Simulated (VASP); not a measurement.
Input of a VASP 6.6.1 run:

Contents of POSCAR:

```
CaF2
1.0
    0.0000000000      2.7310000000      2.7310000000
    2.7310000000      0.0000000000      2.7310000000
    2.7310000000      2.7310000000      0.0000000000
Ca F
1 2
Direct
    0.0000000000      0.0000000000      0.0000000000
    0.2500000000      0.2500000000      0.2500000000
    0.7500000000      0.7500000000      0.7500000000
```

Contents of INCAR.step1:

```
ALGO = Normal ; EDIFF = 1E-5
EDIFFG = -0.005 ; ENCUT = 660
GGA = PE ; GGA_COMPAT = False
IBRION = 2 ; ISIF = 3
ISMEAR = -1 ; LASPH = True
LCHARG = False ; LREAL = False
LWAVE = True ; NELM = 120
NELMIN = 4 ; NSW = 100
PREC = Accurate ; SIGMA = 0.05
```

INCAR.step2

```
ALGO = Normal ; EDIFF = 1E-7
EDIFFG = -0.002 ; ENCUT = 660
GGA_COMPAT = False ; IBRION = 2
ISIF = 3 ; ISMEAR = -1
ISTART = 1 ; LASPH = True
LCHARG = False ; LMIXTAU = True
LREAL = False ; LWAVE = False
METAGGA = R2SCAN ; NELM = 120
NELMIN = 4 ; NSW = 100
PREC = Accurate ; SIGMA = 0.05
```

KPOINTS

```
k-points
0
Gamma
  14 14 14
```

Potentials or basis: VASP PAW PBE potentials, release 64 (Ca_sv, F).

The run is started by

```sh
$ cat potpaw_PBE.64/Ca_sv/POTCAR potpaw_PBE.64/F/POTCAR > POTCAR
$ cp INCAR.step1 INCAR
$ mpirun -np 1 vasp_std > vasp.out
$ cp INCAR.step2 INCAR
$ mpirun -np 1 vasp_std > vasp.out
```

Question: Estimate the relaxed cell.

Answer: a = 3.852 Å, b = 3.852 Å, c = 3.852 Å, α = 60.00°, β = 60.00°, γ = 60.00°.

Question: What does it give for the relaxed volume?

Answer: 13.47 Å³/atom.

Question: Predict the space group after relaxing (to 0.1 Å).

Answer: Fm-3m (No. 225).

Final structure:
```xyz
3
Lattice="0.0000 2.7236 2.7236 2.7236 0.0000 2.7236 2.7236 2.7236 0.0000" Properties=species:S:1:pos:R:3 pbc="T T T"
Ca    0.0000    0.0000    0.0000
F     1.3618    1.3618    1.3618
F     4.0854    4.0854    4.0854
```

Caveat: the PAW data sets were made with another functional, which shifts forces and pressure a little.
